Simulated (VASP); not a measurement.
# Rh (P6_3/mmc) in VASP: further runs

Rh is run at these levels: LDA; tasks: single point, relaxation of cell and atoms.

Everything below comes from runs of VASP 6.6.1. Logs are shortened: lines on timing, memory, paths and dates and some standing lists are left out, and cuts for length are marked.

## Step 1: The cell of the first run

It takes space group P6_3/mmc (No. 194, hexagonal). The conventional cell has a = 2.670 Å, b = 2.670 Å, c = 4.299 Å, α = 90.00°, β = 90.00°, γ = 120.00°. Rh (site symmetry -6m2) has 12 Rh at 2.65 to 2.67 Å within 3.5 Å.

## Step 2: Single point, LDA

INCAR

```
SYSTEM = Rh
  ALGO = Normal
  EDIFF = 1E-6
  ENCUT = 520
  ISIF = 2
  ISMEAR = 0
  LASPH = .TRUE.
  LCHARG = .FALSE.
  LREAL = .FALSE.
  LWAVE = .FALSE.
  NBANDS = 22
  NELM = 100
  PREC = Accurate
  SIGMA = 0.1
```

KPOINTS

```
k-points
0
G
  18 18 10
  0 0 0
```

POSCAR

```
Rh
1.0
    2.6699684003      0.0000000000      0.0000000000
   -1.3349842001      2.3122604620      0.0000000000
    0.0000000000      0.0000000000      4.2988893628
Rh
2
Direct
    0.6666666667      0.3333333333      0.7500000000
    0.3333333333      0.6666666667      0.2500000000
```

Potentials or basis: VASP PAW LDA potentials, release 64 (Rh_pv).

Launch:

```bash
> cat potpaw_LDA.64/Rh_pv/POTCAR > POTCAR
> mpirun -np 1 vasp_std > vasp.out
```

OUTCAR:

```text
SYSTEM = Rh
   EDIFF = 1E-6
   ENCUT = 520
   ISIF = 2
   ISMEAR = 0
   LASPH = .TRUE.
   LREAL = .FALSE.
   NELM = 100
   PREC = Accurate

 ion  position               nearest neighbor table
   1  0.667  0.333  0.750-   2 2.65   2 2.65   2 2.65   2 2.65   2 2.65   2 2.65
   2  0.333  0.667  0.250-   1 2.65   1 2.65   1 2.65   1 2.65   1 2.65   1 2.65

  LATTYP: Found a hexagonal cell.
 ALAT       =     2.6699684003
 C/A-ratio  =     1.6100899780

  Lattice vectors:

 A1 = (   2.6699684003,   0.0000000000,   0.0000000000)
 A2 = (  -1.3349842001,   2.3122604620,   0.0000000000)
 A3 = (   0.0000000000,   0.0000000000,   4.2988893628)

Analysis of symmetry for initial positions (statically):
=====================================================================
 Subroutine PRICEL returns:
 Original cell was already a primitive cell.

 Routine SETGRP: Setting up the symmetry group for a
 hexagonal supercell.

 Subroutine GETGRP returns: Found 24 space group operations
 (whereof 12 operations were pure point group operations)
 out of a pool of 24 trial point group operations.

The static configuration has the point symmetry D_3d.
 The point group associated with its full space group is D_6h.

Analysis of symmetry for dynamics (positions and initial velocities):
=====================================================================
 Subroutine PRICEL returns:
 Original cell was already a primitive cell.

 Routine SETGRP: Setting up the symmetry group for a
 hexagonal supercell.

 Subroutine GETGRP returns: Found 24 space group operations
 (whereof 12 operations were pure point group operations)
 out of a pool of 24 trial point group operations.

The dynamic configuration has the point symmetry D_3d.
 The point group associated with its full space group is D_6h.

 Subroutine INISYM returns: Found 24 space group operations
 (whereof 12 operations are pure point group operations),
 and found     1 'primitive' translations

----------------------------------------------------------------------------------------

                                     Primitive cell

  volume of cell :      26.5399

  direct lattice vectors                    reciprocal lattice vectors
     2.669968400  0.000000000  0.000000000     0.374536268  0.216238615  0.000000000
[... 76 lines left out ...]
 SYSTEM =  Rh
   PREC   = accura    normal or accurate (medium, high low for compatibility)
   ISTART =      0    job   : 0-new  1-cont  2-samecut
   ICHARG =      2    charge: 1-file 2-atom 10-const
   ISPIN  =      1    spin polarized calculation?
   LNONCOLLINEAR =      F non collinear calculations
   LSORBIT =      F    spin-orbit coupling
   LASPH  =      T    aspherical Exc in radial PAW
   ENCUT  =  520.0 eV  38.22 Ry    6.18 a.u.   4.96  4.96  7.99*2*pi/ulx,y,z
   NELM   =    100;   NELMIN=  2; NELMDL= -5     # of ELM steps
   EDIFF  = 0.1E-05   stopping-criterion for ELM
   LREAL  =      F    real-space projection
   EDIFFG = 0.1E-04   stopping-criterion for IOM
   NSW    =      0    number of steps for IOM
   IBRION =     -1    ionic relax: 0-MD 1-quasi-New 2-CG
   NFREE  =      0    steps in history (QN), initial steepest desc. (CG)
   ISIF   =      2    stress and relaxation
   ISYM   =      2    0-nonsym 1-usesym 2-fastsym
   POTIM  = 0.5000    time-step for ionic-motion
   TEBEG  =    0.0;   TEEND  =   0.0 temperature during run
   PSTRESS=    0.0 pullay stress
   NELECT =      30.0000    total number of electrons
   NUPDOWN=      -1.0000    fix difference up-down
   EMIN   =  10.00;   EMAX   =-10.00  energy-range for DOS
   EFERMI =   0.00;   METHOD = LEGACY
   ISMEAR =     0;   SIGMA  =   0.10  broadening in eV -4-tet -1-fermi 0-gaus
   EFERMI_NEDOS =   21; number of points for ismear=-14 and -15
   IALGO  =     38    algorithm
   IMIX   =      4    mixing-type and parameters
     AMIX     =   0.40;   BMIX     =  1.00
     AMIX_MAG =   1.60;   BMIX_MAG =  1.00
  volume/ion in A,a.u.               =      13.27        89.55
  Fermi-wavevector in a.u.,A,eV,Ry     =   1.705358  3.222659 39.569083  2.908246
  Thomas-Fermi vector in A             =   2.784593
   LORBIT       =      0    0 simple, 1 ext, 2 COOP (PROOUT), +10 PAW based schemes
   GGA     = CA    functional components
   LHFCALC =     F    Hartree Fock is set to
   AEXX    =    0.0000 exact exchange contribution
   IVDW    =     0    specifies the selected vdW correction
   LEPSILON=     F    determine dielectric tensor
   LRPA    =     F    only Hartree local field effects (RPA)
 non-spin polarized calculation
 Gauss-broadening in eV      SIGMA  =   0.10
  energy-cutoff  :      520.00
  volume of cell :       26.54
 maximum number of plane-waves:       744
 NGX is ok and might be reduce to    20
   NGX =  9   NGY =  9   NGZ = 15

 number of electron      29.9999994 magnetization

 Free energy of the ion-electron system (eV)
  ---------------------------------------------------
  ext. energy  EPLUGINS =         0.00000000
  ---------------------------------------------------
  free energy    TOTEN  =       -17.29370359 eV

  energy without entropy =      -17.27869778  energy(sigma->0) =      -17.28620068

 E-fermi :  12.4932     XC(G=0): -14.5770

 val. band max:       12.4928267417   @ k =   0.2778   0.0000   0.4000
 cond. band min:      12.4942599268   @ k =   0.3333   0.3333   0.1000
 fundamental gap:      0.0014331851
 Fermi energy:        12.4932025858

 k-point     1 :       0.0000    0.0000    0.0000
  band No.  band energies     occupation
      1     -34.7132      2.00000
      2     -33.9484      2.00000
      3     -33.9484      2.00000
      4     -33.8414      2.00000
      5     -33.8231      2.00000
      6     -33.8231      2.00000
[... 589 lines left out ...]
     21      24.4722      0.00000
     22      27.4618      0.00000

 [... further k-points ...]
[... 5 lines left out ...]
  --------------------------------------------------------------------------------------
  -------------------------------------------------------------------------------------
  Total        0.1414973      0.1414973      0.1536167      0.0000000      0.0000000      0.0000000
  in kB        8.5420023      8.5420023      9.2736327      0.0000000      0.0000000      0.0000000
  external PRESSURE =       8.7858791 kB  Pullay stress =       0.0000000 kB

 VOLUME and BASIS-vectors are now :
 -----------------------------------------------------------------------------
  energy-cutoff  :      520.00
  volume of cell :       26.54
      direct lattice vectors                 reciprocal lattice vectors
     2.669968400  0.000000000  0.000000000     0.374536268  0.216238615  0.000000000
    -1.334984200  2.312260462  0.000000000     0.000000000  0.432477230  0.000000000
     0.000000000  0.000000000  4.298889363     0.000000000  0.000000000  0.232618222

 POSITION                                       TOTAL-FORCE (eV/Angst)
 -----------------------------------------------------------------------------------
      1.33498      0.77075      3.22417         0.000000     -0.000000      0.000000
     -0.00000      1.54151      1.07472        -0.000000      0.000000      0.000000
 -----------------------------------------------------------------------------------
    total drift:                                0.000000     -0.000000      0.000000

  FREE ENERGIE OF THE ION-ELECTRON SYSTEM (eV)
  ---------------------------------------------------
  free  energy   TOTEN  =       -17.2937035876 eV

  energy  without entropy=      -17.2786977755  energy(sigma->0) =      -17.28620068
```

stdout:

```text
POSCAR found type information on POSCAR Rh
 POSCAR found :  1 types and       2 ions
 scaLAPACK will be used
 LDA part: xc-table for (Slater(with rela. corr.)+CA(PZ))
 , standard interpolation
 POSCAR, INCAR and KPOINTS ok, starting setup
 FFT: planning ... GRIDC
 FFT: planning ... GRID_SOFT
 FFT: planning ... GRID
 WAVECAR not read
 entering main loop
```

Wall time 47 s (1 thread of Intel Xeon Platinum 8488C (Sapphire Rapids), shared host); peak memory 0.2 GiB.

What came out:

```yaml
Free_energy: -17.2937 eV
Pressure: 0.9 GPa
Band_gap_on_the_k_mesh: zero (band 15 reaches 13.18 eV, above the bottom of band 16 at 10.58 eV)
```

Levels at points of the mesh, in eV from the Fermi level:
```tsv
k point	band 12	band 13	band 14	band 15	band 16	band 17	band 18	band 19
(0.00, 0.00, 0.00)	-2.68	-2.68	-2.09	-2.09	0.13	0.13	0.68	8.98
(0.50, 0.00, 0.00)	-2.39	-2.34	0.43	0.68	0.77	3.12	5.28	10.52
(0.00, 0.00, 0.50)	-3.38	-3.38	-3.38	-0.48	-0.48	-0.48	-0.48	14.97
(0.50, 0.00, 0.50)	-1.82	-0.37	-0.37	0.64	0.64	2.69	2.69	9.62
```

## Step 3: Relaxation of cell and atoms, LDA

INCAR

```
PREC = Accurate
ENCUT = 600
EDIFF = 1E-6
ISMEAR = 0
SIGMA = 0.1
LREAL = F
LASPH = T
NELM = 100
ALGO = Normal
ISIF = 3
LWAVE = F
LCHARG = F
IBRION = 2
NSW = 100
EDIFFG = -0.005
```

KPOINTS

```
regular mesh
0
Gamma
  18 18 10
```

POSCAR

```
Rh
1.0
    2.6644120651      0.0000000000      0.0000000000
   -1.3322060325      2.3074485345      0.0000000000
    0.0000000000      0.0000000000      4.3092914830
Rh
2
Direct
    0.6666666667      0.3333333333      0.7500000000
    0.3333333333      0.6666666667      0.2500000000
```

Potentials or basis: VASP PAW LDA potentials, release 64 (Rh_pv).

Launch:

```bash
> cat potpaw_LDA.64/Rh_pv/POTCAR > POTCAR
> mpirun -np 1 vasp_std > vasp.out
```

Run time: 3.3 min. Hardware: 1 thread of Intel Xeon Platinum 8488C (Sapphire Rapids), shared host; peak memory 0.24 GiB.

Results (log left out):

```
Free energy                            : -17.2935 eV
Relaxed volume                         : 13.30 Å³/atom
Relaxed cell                           : a = 2.672 Å, b = 2.672 Å, c = 4.303 Å, α = 90.00°, β = 90.00°, γ = 120.00°
Space group after relaxing (to 0.05 Å) : P6_3/mmc (No. 194)
Energy gained by relaxing              : 0.4 meV/atom
Ionic steps                            : 7
Pressure after relaxing                : 0.0 GPa
Band gap on the k mesh                 : zero (band 15 reaches 13.13 eV, above the bottom of band 16 at 10.54 eV)
```

The path:
```
step  energy change (eV)  largest force (eV/Å)  pressure (GPa)  volume (Å³)
   1              0.0000                0.0000            1.30        26.49
   2              0.0024                0.0000           -3.38        26.91
   3             -0.0007                0.0000           -0.24        26.62
   4             -0.0007                0.0000           -0.14        26.62
   5             -0.0008                0.0000            0.08        26.60
   6             -0.0008                0.0000            0.07        26.60
   7             -0.0008                0.0000            0.03        26.60
```

Final structure:
```
Rh
1.0
     2.67185    0.00000    0.00000
    -1.33593    2.31389    0.00000
     0.00000    0.00000    4.30315
Rh
2
Cartesian
  1.3359 0.7713 3.2274
  0.0000 1.5426 1.0758
```

Levels at points of the mesh, in eV from the Fermi level:
| k point | band 12 | band 13 | band 14 | band 15 | band 16 | band 17 | band 18 | band 19 |
| --- | --- | --- | --- | --- | --- | --- | --- | --- |
| (0.00, 0.00, 0.00) | -2.67 | -2.67 | -2.08 | -2.08 | 0.13 | 0.13 | 0.68 | 8.96 |
| (0.50, 0.00, 0.00) | -2.38 | -2.33 | 0.43 | 0.68 | 0.77 | 3.11 | 5.27 | 10.50 |
| (0.00, 0.00, 0.50) | -3.36 | -3.36 | -3.36 | -0.47 | -0.47 | -0.47 | -0.47 | 14.96 |
| (0.50, 0.00, 0.50) | -1.81 | -0.37 | -0.37 | 0.63 | 0.63 | 2.69 | 2.69 | 9.60 |

[end of part 1 of 2]
